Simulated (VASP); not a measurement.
Here is a VASP 6.6.1 calculation.

File INCAR:

```
SYSTEM = La
  ALGO = Fast
  EDIFF = 1E-6
  ENCUT = 520
  GGA = RP
  ISIF = 2
  ISMEAR = -1
  LASPH = .TRUE.
  LCHARG = .FALSE.
  LREAL = .FALSE.
  LWAVE = .FALSE.
  NBANDS = 30
  NELM = 100
  PREC = Accurate
  SIGMA = 0.15
```

KPOINTS

```
k-points
0
G
  12 12 4
  0 0 0
```

File POSCAR:

```
La
1.0
    3.8409214561      0.0000000000      0.0000000000
   -1.9204607281      3.3263355549      0.0000000000
    0.0000000000      0.0000000000     12.3660705896
La
4
Direct
    0.0000000000      0.0000000000      0.0000000000
    0.0000000000      0.0000000000      0.5000000000
    0.3333333333      0.6666666667      0.2500000000
    0.6666666667      0.3333333333      0.7500000000
```

Potentials or basis: VASP PAW PBE potentials, release 64 (La).

Launch:

```sh
$ cat potpaw_PBE.64/La/POTCAR > POTCAR
$ mpirun -np 1 vasp_std > vasp.out
```

Q: Predict the band gap on the k mesh.

A: Zero (bands 22 and 23 overlap by 1.04 eV).

Q: Estimate the pressure.

A: 0.0 GPa.

Caveat: the PAW data sets were made with another functional, which shifts forces and pressure a little; spin-orbit coupling is left out, which moves the levels of the heavy elements.
